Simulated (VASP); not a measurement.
Wanted: the native input for a VASP 6.6.1 run.

* Task: single point
* Functional: PBEsol
* Dispersion: D3(BJ)
* Potentials or basis: VASP PAW PBE potentials, release 64 (Ca_sv)
* Cutoff: 500 eV
* k mesh: 9 × 9 × 9
* Occupations: methfessel-paxton, width 0.15 eV
* Spin: no spin polarisation
* Dipole correction: no
* Further INCAR settings: ALGO = Normal; EDIFF = 1e-06; NBANDS = 11

The structure of Ca lies in POSCAR:

```
Ca
1.0
    2.5930241711      0.0000000000      0.0000000000
    0.0000000000      2.5930241711      0.0000000000
    0.0000000000      0.0000000000      2.5930241711
Ca
1
Direct
    0.0000000000      0.0000000000      0.0000000000
```

These files were run (other wordings do the same):

INCAR

```
ALGO     = Normal         # electronic algorithm
EDIFF    = 1E-6           # SCF threshold, eV
ENCUT    = 500            # plane-wave cutoff, eV
GGA      = PS             # functional
GGA_COMPAT= F            
ISIF     = 2              # what is computed and relaxed
ISMEAR   = 1              # smearing method
IVDW     = 12             # dispersion correction
LASPH    = T              # aspherical terms in the spheres
LCHARG   = T              # write CHGCAR
LELF     = T              # ELF
LREAL    = F              # projectors in reciprocal space
LVHAR    = T            
LWAVE    = F              # write WAVECAR
NBANDS   = 11             # bands
NELM     = 120            # most SCF steps
PREC     = Accurate       # precision mode
SIGMA    = 0.15           # smearing width, eV
```

KPOINTS

```
k-points
0
Gamma
  9 9 9
```

Potentials or basis: VASP PAW PBE potentials, release 64 (Ca_sv).

The run is started by

```console
$ cat potpaw_PBE.64/Ca_sv/POTCAR > POTCAR
$ mpirun -np 1 vasp_std > vasp.out
```

It gave:

```json
{"Pressure": "36.6 GPa", "Band gap on the k mesh": "zero (band 5 reaches 6.62 eV, above the bottom of band 6 at 6.14 eV)", "Dispersion energy per atom": "-0.596 eV"}
```

Caveat: three body term missing; the PAW data sets were made with another functional, which shifts forces and pressure a little; pairwise dispersion overbinds metals, which lowers pressure and volume.

It took 6.5 s on 1 thread of AMD EPYC 9R45 (Zen 5), on a shared host, peak memory 0.1 GiB.
